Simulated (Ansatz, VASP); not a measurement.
One calculation of BaS, two programs

Contents of POSCAR:

```
BaS
1.0
    0.0000000000      3.1603871803      3.1603871803
    3.1603871803      0.0000000000      3.1603871803
    3.1603871803      3.1603871803      0.0000000000
Ba S
1 1
Direct
    0.0000000000      0.0000000000      0.0000000000
    0.5000000000      0.5000000000      0.5000000000
```

The input INCAR.step1:

```
SYSTEM = BaS
PREC = Accurate ; ENCUT = 520
ISMEAR = -1 ; SIGMA = 0.02
LREAL = .FALSE. ; LASPH = .TRUE.
NELM = 60 ; NBANDS = 15
GGA = PE ; ALGO = Normal
EDIFF = 1E-4 ; LWAVE = .TRUE.
LCHARG = .FALSE.
```

INCAR.step2

```
SYSTEM = BaS
PREC = Accurate ; ENCUT = 520
EDIFF = 1E-8 ; ISMEAR = -1
SIGMA = 0.02 ; LREAL = .FALSE.
LASPH = .TRUE. ; NELM = 60
ALGO = Normal ; ISIF = 2
LWAVE = .FALSE. ; LCHARG = .FALSE.
METAGGA = R2SCAN ; LMIXTAU = .TRUE.
LEFG = .TRUE. ; NBANDS = 15
ISTART = 1
```

File KPOINTS:

```
regular mesh
0
G
  7 7 7
  0 0 0
```

Input for Ansatz:

```yaml
crystal:
  lattice:
    - [0.0, 3.1603871803, 3.1603871803]
    - [3.1603871803, 0.0, 3.1603871803]
    - [3.1603871803, 3.1603871803, 0.0]
  atoms:
    - { symbol: Ba, position: [0.0, 0.0, 0.0] }
    - { symbol: S, position: [0.5, 0.5, 0.5] }
kpoints:
  mp_grid: { grid: [7, 7, 7] }
scf:
  occupations: { method: fermi_dirac, width: 0.02 }
hamiltonian:
  xc: r2scan
  pseudopotentials: { kind: paw }
output:
  forces: true
  stress: true
  eigenvalues: true
  efg: { contact_densities: true }
```

Change from the starting cell: volume scaled by 0.9405, PAW files.

Alike in both runs: task electric field gradients; functional r2SCAN; k mesh 7 × 7 × 7; occupations fermi-dirac, width 0.02 eV; no spin polarisation.

```csv
,VASP,Ansatz
version,VASP 6.6.1,Ansatz 0.2.0
potentials or method,"VASP PAW PBE potentials, release 64 (Ba_sv, S)","PAW with Ansatz's default frozen-core files, scalar-relativistic"
plane-wave cutoff (eV),520,500
valence electrons in the cell,16,16
```

Ansatz gave:

| Quantity | Value |
| --- | --- |
| gap on the k mesh at the Fermi level (eV) | 2.57 |
| pressure (GPa) | 2.4 |

Task: Estimate VASP's values.

Result: gap on the k mesh at the Fermi level (eV): 2.47; pressure (GPa): 3.1.

VASP's potentials were made for PBE, not for r2SCAN. The functional is the same, so the differences come from potentials, cutoffs and numerics.

Spin-orbit coupling is off throughout.
